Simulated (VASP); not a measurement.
# TaN (Imm2) in VASP: a series of runs

TaN is run at these levels: PBE; tasks: single point.

All numbers are computed with VASP 6.6.1; they aren't measurements. Logs are shortened: lines on timing, memory, paths and dates and some standing lists are left out, and cuts for length are marked.

### Step 1. The cell of the first run

It takes space group Imm2 (No. 44, orthorhombic). The conventional cell has a = 3.123 Å, b = 4.416 Å, c = 3.123 Å, α = 90.00°, β = 90.00°, γ = 90.00°. Ta (site symmetry mm2) has 6 N at 2.11 to 2.31 Å within 2.8 Å. Within 2.8 Å of N (site symmetry mm2) lie 6 Ta at 2.11 to 2.31 Å.

### Step 2. Single point, PBE (atoms displaced along several vibrational modes)

INCAR reads:

```
PREC = Accurate ; ENCUT = 520
EDIFF = 1E-6 ; ISMEAR = 0
SIGMA = 0.15 ; LREAL = False
LASPH = True ; NELM = 80
ALGO = Normal ; ISIF = 2
LWAVE = False ; LCHARG = False
GGA = PE ; NBANDS = 15
```

KPOINTS reads:

```
Automatic mesh
0
Gamma
  18 18 18
```

POSCAR reads:

```
TaN
1.0
    0.0000000000      2.2081122569      2.2081122569
    2.2081122569      0.0000000000      2.2081122569
    2.2081122569      2.2081122569      0.0000000000
Ta N
1 1
Direct
    0.5000000000      0.5031656160      0.5000000000
    0.0000000000     -0.0408946600      0.0000000000
```

Potentials or basis: VASP PAW PBE potentials, release 64 (Ta_pv, N).

The run is started by

```bash
$ cat potpaw_PBE.64/Ta_pv/POTCAR potpaw_PBE.64/N/POTCAR > POTCAR
$ mpirun -np 1 vasp_std > vasp.out
```

OUTCAR:

```text
PREC = Accurate
   ENCUT = 520
   EDIFF = 1E-6
   ISMEAR = 0
   LREAL = False
   LASPH = True
   NELM = 80
   ISIF = 2
   GGA = PE

 ion  position               nearest neighbor table
   1  0.500  0.503  0.500-   2 2.11   2 2.11   2 2.21   2 2.21   2 2.31   2 2.31
   2  0.000  0.959  0.000-   1 2.11   1 2.11   1 2.21   1 2.21   1 2.31   1 2.31

  LATTYP: Found a face centered cubic cell.
 ALAT       =     4.4162245138

  Lattice vectors:

 A1 = (   0.0000000000,   2.2081122569,   2.2081122569)
 A2 = (   2.2081122569,   0.0000000000,   2.2081122569)
 A3 = (   2.2081122569,   2.2081122569,   0.0000000000)

Analysis of symmetry for initial positions (statically):
=====================================================================
 Subroutine PRICEL returns:
 Original cell was already a primitive cell.

 Routine SETGRP: Setting up the symmetry group for a
 face centered cubic supercell.

 Subroutine GETGRP returns: Found  4 space group operations
 (whereof  4 operations were pure point group operations)
 out of a pool of 48 trial point group operations.

The static configuration has the point symmetry C_2v.

Analysis of symmetry for dynamics (positions and initial velocities):
=====================================================================
 Subroutine PRICEL returns:
 Original cell was already a primitive cell.

 Routine SETGRP: Setting up the symmetry group for a
 face centered cubic supercell.

 Subroutine GETGRP returns: Found  4 space group operations
 (whereof  4 operations were pure point group operations)
 out of a pool of 48 trial point group operations.

The dynamic configuration has the point symmetry C_2v.

 Subroutine INISYM returns: Found  4 space group operations
 (whereof  4 operations are pure point group operations),
 and found     1 'primitive' translations

----------------------------------------------------------------------------------------

                                     Primitive cell

  volume of cell :      21.5324

  direct lattice vectors                    reciprocal lattice vectors
     0.000000000  2.208112257  2.208112257    -0.226437763  0.226437763  0.226437763
     2.208112257  0.000000000  2.208112257     0.226437763 -0.226437763  0.226437763
     2.208112257  2.208112257  0.000000000     0.226437763  0.226437763 -0.226437763

  length of vectors
     3.122742301  3.122742301  3.122742301     0.392201710  0.392201710  0.392201710

  position of ions in fractional coordinates (direct lattice)
     0.500000000  0.503165616  0.500000000
     0.000000000  0.959105340  0.000000000

  ion indices of the primitive-cell ions
   primitive index   ion index
                 1           1
                 2           2

----------------------------------------------------------------------------------------

 KPOINTS: Automatic mesh

Automatic generation of k-mesh.
 Grid dimensions read from file:
 generate k-points for:   18   18   18

 Generating k-lattice:

  Cartesian coordinates                     Fractional coordinates (reciprocal lattice)
    -0.012579876  0.012579876  0.012579876     0.055555556  0.000000000  0.000000000
     0.012579876 -0.012579876  0.012579876     0.000000000  0.055555556  0.000000000
     0.012579876  0.012579876 -0.012579876     0.000000000  0.000000000  0.055555556

  Length of vectors
     0.021788984  0.021788984  0.021788984

  Shift w.r.t. Gamma in fractional coordinates (k-lattice)
     0.000000000  0.000000000  0.000000000

 Subroutine IBZKPT returns following result:
 ===========================================

 Found    865 irreducible k-points:

 Following reciprocal coordinates:
            Coordinates               Weight
  0.000000  0.000000  0.000000      1.000000
  0.055556  0.000000  0.000000      4.000000
  0.000000  0.055556  0.000000      4.000000
  0.111111  0.000000  0.000000      4.000000
  0.000000  0.111111  0.000000      4.000000
  0.166667  0.000000  0.000000      4.000000
[... 16 lines left out ...]
  0.000000  0.111111  0.055556      8.000000
  0.055556  0.000000  0.111111      4.000000
 [... further k-points ...]
   k-points           NKPTS =    865   k-points in BZ     NKDIM =    865   number of bands    NBANDS=     15
   number of dos      NEDOS =    301   number of ions     NIONS =      2
   total plane-waves  NPLWV =  13824
   dimension x,y,z NGX =    24 NGY =   24 NGZ =   24
   dimension x,y,z NGXF=    48 NGYF=   48 NGZF=   48
   ions per type =               1   1
   NGX,Y,Z   is equivalent  to a cutoff of  12.78, 12.78, 12.78 a.u.
   NGXF,Y,Z  is equivalent  to a cutoff of  25.55, 25.55, 25.55 a.u.
 SYSTEM =  unknown system
   PREC   = accura    normal or accurate (medium, high low for compatibility)
   ISTART =      0    job   : 0-new  1-cont  2-samecut
   ICHARG =      2    charge: 1-file 2-atom 10-const
   ISPIN  =      1    spin polarized calculation?
   LNONCOLLINEAR =      F non collinear calculations
   LSORBIT =      F    spin-orbit coupling
   LASPH  =      T    aspherical Exc in radial PAW
   ENCUT  =  520.0 eV  38.22 Ry    6.18 a.u.   5.81  5.81  5.81*2*pi/ulx,y,z
   NELM   =     80;   NELMIN=  2; NELMDL= -5     # of ELM steps
   EDIFF  = 0.1E-05   stopping-criterion for ELM
   LREAL  =      F    real-space projection
   EDIFFG = 0.1E-04   stopping-criterion for IOM
   NSW    =      0    number of steps for IOM
   IBRION =     -1    ionic relax: 0-MD 1-quasi-New 2-CG
   NFREE  =      0    steps in history (QN), initial steepest desc. (CG)
   ISIF   =      2    stress and relaxation
   ISYM   =      2    0-nonsym 1-usesym 2-fastsym
   POTIM  = 0.5000    time-step for ionic-motion
   TEBEG  =    0.0;   TEEND  =   0.0 temperature during run
   PSTRESS=    0.0 pullay stress
   NELECT =      16.0000    total number of electrons
   NUPDOWN=      -1.0000    fix difference up-down
   EMIN   =  10.00;   EMAX   =-10.00  energy-range for DOS
   EFERMI =   0.00;   METHOD = LEGACY
   ISMEAR =     0;   SIGMA  =   0.15  broadening in eV -4-tet -1-fermi 0-gaus
   EFERMI_NEDOS =   21; number of points for ismear=-14 and -15
   IALGO  =     38    algorithm
   IMIX   =      4    mixing-type and parameters
     AMIX     =   0.40;   BMIX     =  1.00
     AMIX_MAG =   1.60;   BMIX_MAG =  1.00
  volume/ion in A,a.u.               =      10.77        72.65
  Fermi-wavevector in a.u.,A,eV,Ry     =   1.482804  2.802093 29.915225  2.198707
  Thomas-Fermi vector in A             =   2.596544
   LORBIT       =      0    0 simple, 1 ext, 2 COOP (PROOUT), +10 PAW based schemes
   GGA     = PE    functional components
   LHFCALC =     F    Hartree Fock is set to
   AEXX    =    0.0000 exact exchange contribution
   IVDW    =     0    specifies the selected vdW correction
   LEPSILON=     F    determine dielectric tensor
   LRPA    =     F    only Hartree local field effects (RPA)
 non-spin polarized calculation
 Gauss-broadening in eV      SIGMA  =   0.15
  energy-cutoff  :      520.00
  volume of cell :       21.53
 maximum number of plane-waves:       590
   NGX = 11   NGY = 11   NGZ = 11

 number of electron      16.0000003 magnetization

 Free energy of the ion-electron system (eV)
  ---------------------------------------------------
  ext. energy  EPLUGINS =         0.00000000
  ---------------------------------------------------
  free energy    TOTEN  =       -21.76108786 eV

  energy without entropy =      -21.75183600  energy(sigma->0) =      -21.75646193

 E-fermi :   9.3584     XC(G=0): -13.3589

 val. band max:        9.3556777218   @ k =   0.0000   0.2222   0.1111
 cond. band min:       9.3592304015   @ k =   0.0556   0.0000  -0.3333
 fundamental gap:      0.0035526797
 Fermi energy:         9.3584231706

 k-point     1 :       0.0000    0.0000    0.0000
  band No.  band energies     occupation
      1     -26.3750      2.00000
      2     -26.3719      2.00000
      3     -26.3670      2.00000
      4      -9.3581      2.00000
      5       5.1155      2.00000
      6       5.1869      2.00000
      7       5.2842      2.00000
      8       7.3332      2.00000
      9       7.7886      2.00000
     10       7.8387      2.00000
     11       9.6524      0.00557
     12       9.9037      0.00000
     13      10.7656      0.00000
     14      18.7503      0.00000
     15      21.7815      0.00000

 k-point     2 :       0.0556    0.0000    0.0000
  band No.  band energies     occupation
      1     -26.4005      2.00000
      2     -26.3737      2.00000
      3     -26.3715      2.00000
      4      -9.2848      2.00000
      5       4.6264      2.00000
      6       5.0331      2.00000
      7       5.3239      2.00000
      8       7.3600      2.00000
      9       7.7269      2.00000
     10       7.9104      2.00000
     11       9.9694      0.00000
     12      10.2311      0.00000
     13      11.0148      0.00000
     14      18.9800      0.00000
     15      21.7813      0.00000

 k-point     3 :       0.0000    0.0556    0.0000
  band No.  band energies     occupation
      1     -26.3973      2.00000
      2     -26.3775      2.00000
      3     -26.3707      2.00000
      4      -9.2856      2.00000
      5       4.7139      2.00000
      6       5.0661      2.00000
      7       5.1268      2.00000
      8       7.4407      2.00000
      9       7.7666      2.00000
     10       7.9103      2.00000
     11       9.9786      0.00000
     12      10.1765      0.00000
     13      11.0171      0.00000
     14      18.9819      0.00000
     15      21.7813      0.00000
[... 343 lines left out ...]
 k-point    23 :       0.0000    0.1111    0.0556
  band No.  band energies     occupation
      1     -26.4531      2.00000
      2     -26.3904      2.00000
      3     -26.3825      2.00000
      4      -9.0996      2.00000
      5       3.9222      2.00000
      6       4.6741      2.00000
      7       4.8949      2.00000
      8       7.2787      2.00000
      9       8.2079      2.00000
     10       8.2555      2.00000
     11      10.1285      0.00000
     12      10.7192      0.00000
     13      11.9919      0.00000
     14      19.5684      0.00000
     15      21.7811      0.00000

 k-point    24 :       0.0556    0.0000    0.1111
  band No.  band energies     occupation
      1     -26.4526      2.00000
      2     -26.3899      2.00000
      3     -26.3839      2.00000
      4      -9.0999      2.00000
      5       3.8419      2.00000
      6       4.6841      2.00000
      7       5.0949      2.00000
      8       7.3176      2.00000
      9       7.9776      2.00000
     10       8.1344      2.00000
     11      10.3597      0.00000
     12      10.7173      0.00000
     13      11.9388      0.00000
     14      19.5656      0.00000
     15      21.7811      0.00000

 [... further k-points ...]

------------------------ aborting loop because EDIFF is reached ----------------------------------------

  FORCE on cell =-STRESS in cart. coord.  units (eV):
  Direction    XX          YY          ZZ          XY          YZ          ZX
  --------------------------------------------------------------------------------------
  -------------------------------------------------------------------------------------
  Total        0.7399442      0.1351860      0.7399442     -0.0000000      0.0000000     -0.1456988
  in kB       55.0574535     10.0588590     55.0574535     -0.0000000      0.0000000    -10.8410948
  external PRESSURE =      40.0579220 kB  Pullay stress =       0.0000000 kB

 VOLUME and BASIS-vectors are now :
 -----------------------------------------------------------------------------
  energy-cutoff  :      520.00
  volume of cell :       21.53
      direct lattice vectors                 reciprocal lattice vectors
     0.000000000  2.208112257  2.208112257    -0.226437763  0.226437763  0.226437763
     2.208112257  0.000000000  2.208112257     0.226437763 -0.226437763  0.226437763
     2.208112257  2.208112257  0.000000000     0.226437763  0.226437763 -0.226437763

 POSITION                                       TOTAL-FORCE (eV/Angst)
 -----------------------------------------------------------------------------------
      2.21510      2.20811      2.21510        -0.781189     -0.000000     -0.781189
      2.11781      0.00000      2.11781         0.781189      0.000000      0.781189
 -----------------------------------------------------------------------------------
    total drift:                               -0.000022     -0.000000     -0.000022

  FREE ENERGIE OF THE ION-ELECTRON SYSTEM (eV)
  ---------------------------------------------------
  free  energy   TOTEN  =       -21.7610878552 eV

  energy  without entropy=      -21.7518359976  energy(sigma->0) =      -21.75646193
```

Wall time 4.3 min (1 thread of Intel Xeon 8259CL, shared host); peak memory 0.38 GiB.

Results:

| Quantity | Value |
| --- | --- |
| Free energy | -21.7611 eV |
| Pressure | 4.0 GPa |
| Largest force | 1.105 eV/Å |
| Band gap on the k mesh | zero (bands 8 and 9 overlap by 3.57 eV) |

Forces in eV/Å, atoms in the order of the input:
```
Ta  -0.781  0.000 -0.781
N    0.781  0.000  0.781
```

Caveat: the cell differs from its parent crystal (atoms displaced along several vibrational modes); the cell stands under pressure; spin-orbit coupling is left out, which moves the levels of the heavy elements; forces of over 1 eV/Å act on the atoms, so gaps and moduli don't describe the material at rest.

### Step 3. Single point, PBE (atoms displaced along several vibrational modes)

INCAR reads:

```
  PREC = Accurate
  ENCUT = 520
  EDIFF = 1E-6
  ISMEAR = 0
  SIGMA = 0.15
  LREAL = F
  LASPH = T
  NELM = 100
  ALGO = Normal
  ISIF = 2
  LWAVE = F
  LCHARG = T
  GGA = PE
  LELF = T
  LVHAR = T
  NBANDS = 15
```

KPOINTS is that of step 2.

POSCAR reads:

```
TaN
1.0
    0.0000000000      2.2081122569      2.2081122569
    2.2081122569      0.0000000000      2.2081122569
    2.2081122569      2.2081122569      0.0000000000
Ta N
1 1
Direct
    0.5000000000      0.5095003536      0.5000000000
    0.0000000000     -0.1227292676      0.0000000000
```

Potentials or basis: VASP PAW PBE potentials, release 64 (Ta_pv, N).

The run is started by

```bash
$ cat potpaw_PBE.64/Ta_pv/POTCAR potpaw_PBE.64/N/POTCAR > POTCAR
$ mpirun -np 1 vasp_std > vasp.out
```

Wall time 3.6 min (1 thread of Intel Xeon 8259CL, shared host); peak memory 0.38 GiB.

It converged, with:

| Quantity | Value |
| --- | --- |
| Free energy | -21.0253 eV |
| Pressure | 28.1 GPa |
| Largest force | 4.406 eV/Å |
| Band gap on the k mesh | zero (bands 8 and 9 overlap by 2.69 eV) |

Forces on the atoms (eV/Å):
```
Ta  -3.115  0.000 -3.115
N    3.115  0.000  3.115
```

Stress tensor (GPa, compression positive):
```
 40.87   0.00 -12.57
  0.00   2.41   0.00
-12.57   0.00  40.87
```

Levels at points of the mesh, in eV from the Fermi level:
```
           k point  band 5  band 6  band 7  band 8  band 9  band 10  band 11  band 12
(0.00, 0.00, 0.00)   -5.82   -5.34   -5.33   -1.81   -0.32     0.60     1.12     2.54
(0.50, 0.00, 0.00)   -9.95   -6.99   -6.27    0.87    0.91     2.83     3.00     5.94
(0.00, 0.50, 0.00)   -9.68   -7.56   -7.19    1.30    1.88     2.88     4.32     7.72
(0.50, 0.50, 0.00)   -6.88   -6.27   -4.73   -2.31    2.99     3.30     3.80     3.81
(0.50, 0.00, 0.50)   -7.57   -6.49   -5.17   -0.96    3.50     3.52     3.80     3.81
```

Caveat: the cell differs from its parent crystal (atoms displaced along several vibrational modes); the stress differs along the axes, from 2 to 41 GPa; spin-orbit coupling is left out, which moves the levels of the heavy elements; forces of over 1 eV/Å act on the atoms, so gaps and moduli don't describe the material at rest.

### Step 4. Single point, PBE (atoms displaced along several vibrational modes)

INCAR reads:

```
  ALGO = Normal
  EDIFF = 1E-6
  ENCUT = 520
  GGA = PE
  ISIF = 2
  ISMEAR = 0
  LASPH = True
  LCHARG = False
  LREAL = False
  LWAVE = False
  NBANDS = 15
  NELM = 80
  PREC = Accurate
  SIGMA = 0.15
```

KPOINTS reads:

```
k-points
0
Gamma
  18 18 18
```

POSCAR reads:

```
TaN
1.0
    0.0000000000      2.2081122569      2.2081122569
    2.2081122569      0.0000000000      2.2081122569
    2.2081122569      2.2081122569      0.0000000000
Ta N
1 1
Direct
    0.5000000000      0.5063347377      0.5000000000
    0.0000000000     -0.0818346076      0.0000000000
```

Potentials or basis: VASP PAW PBE potentials, release 64 (Ta_pv, N).

The run is started by

```bash
$ cat potpaw_PBE.64/Ta_pv/POTCAR potpaw_PBE.64/N/POTCAR > POTCAR
$ mpirun -np 1 vasp_std > vasp.out
```

OUTCAR:

```text
EDIFF = 1E-6
   ENCUT = 520
   GGA = PE
   ISIF = 2
   ISMEAR = 0
   LASPH = True
   LREAL = False
   NELM = 80
   PREC = Accurate

 ion  position               nearest neighbor table
   1  0.500  0.506  0.500-   2 2.02   2 2.02   2 2.23   2 2.23   2 2.41   2 2.41
   2  0.000  0.918  0.000-   1 2.02   1 2.02   1 2.23   1 2.23   1 2.41   1 2.41

  LATTYP: Found a face centered cubic cell.
 ALAT       =     4.4162245138

  Lattice vectors:

 A1 = (   0.0000000000,   2.2081122569,   2.2081122569)
[... 618 lines left out ...]
------------------------ aborting loop because EDIFF is reached ----------------------------------------

  FORCE on cell =-STRESS in cart. coord.  units (eV):
  Direction    XX          YY          ZZ          XY          YZ          ZX
  --------------------------------------------------------------------------------------
  -------------------------------------------------------------------------------------
  Total        2.5474925      0.1877539      2.5474925      0.0000000      0.0000000     -0.6945249
  in kB      189.5527365     13.9703095    189.5527365      0.0000000      0.0000000    -51.6779108
  external PRESSURE =     131.0252608 kB  Pullay stress =       0.0000000 kB

 VOLUME and BASIS-vectors are now :
 -----------------------------------------------------------------------------
  energy-cutoff  :      520.00
  volume of cell :       21.53
      direct lattice vectors                 reciprocal lattice vectors
     0.000000000  2.208112257  2.208112257    -0.226437763  0.226437763  0.226437763
     2.208112257  0.000000000  2.208112257     0.226437763 -0.226437763  0.226437763
     2.208112257  2.208112257  0.000000000     0.226437763  0.226437763 -0.226437763

 POSITION                                       TOTAL-FORCE (eV/Angst)
 -----------------------------------------------------------------------------------
      2.22210      2.20811      2.22210        -1.853839      0.000000     -1.853839
      2.02741      0.00000      2.02741         1.853839     -0.000000      1.853839
 -----------------------------------------------------------------------------------
    total drift:                                0.000108     -0.000000      0.000108

  FREE ENERGIE OF THE ION-ELECTRON SYSTEM (eV)
  ---------------------------------------------------
  free  energy   TOTEN  =       -21.5087199776 eV

  energy  without entropy=      -21.4999638437  energy(sigma->0) =      -21.50434191
```

stdout:

```text
POSCAR found type information on POSCAR TaN
 POSCAR found :  2 types and       2 ions
 scaLAPACK will be used
 LDA part: xc-table for (Slater+PW92), standard interpolation
 POSCAR, INCAR and KPOINTS ok, starting setup
 FFT: planning ... GRIDC
 FFT: planning ... GRID_SOFT
 FFT: planning ... GRID
 WAVECAR not read
 entering main loop
```

It took 2.8 min on 1 thread of Intel Xeon 8259CL, shared host; peak memory 0.38 GiB.

What came out:

- Free energy: -21.5087 eV
- Pressure: 13.1 GPa
- Largest force: 2.622 eV/Å
- Band gap on the k mesh: zero (bands 8 and 9 overlap by 2.90 eV)

Forces on the atoms (eV/Å):
```
Ta  -1.854  0.000 -1.854
N    1.854  0.000  1.854
```

Caveat: the cell differs from its parent crystal (atoms displaced along several vibrational modes); the stress differs along the axes, from 1 to 19 GPa; spin-orbit coupling is left out, which moves the levels of the heavy elements; forces of over 1 eV/Å act on the atoms, so gaps and moduli don't describe the material at rest.

### Step 5. The runs side by side

```tsv
cell	gap on the mesh (eV)	pressure (GPa)	largest force (eV/Å)
as given, atomic positions A	none	4.0	1.10
as given, atomic positions B	none	28.1	4.41
as given, atomic positions C	none	13.1	2.62
```

Alike in all rows: task single point; level PBE; potentials or basis VASP PAW PBE potentials, release 64 (Ta_pv, N); no spin polarisation; k mesh 18 × 18 × 18; cutoff (eV) 520; smearing gaussian 0.15 eV.

Caveats: spin-orbit coupling is left out, which moves the levels of the heavy elements; forces of over 1 eV/Å act on the atoms, so gaps and moduli don't describe the material at rest; the cell stands under pressure (at least some runs); the stress differs along the axes, from 2 to 41 GPa (at least some runs); the stress differs along the axes, from 1 to 19 GPa (at least some runs).

Absolute energies hang on the potentials; compare differences alone.
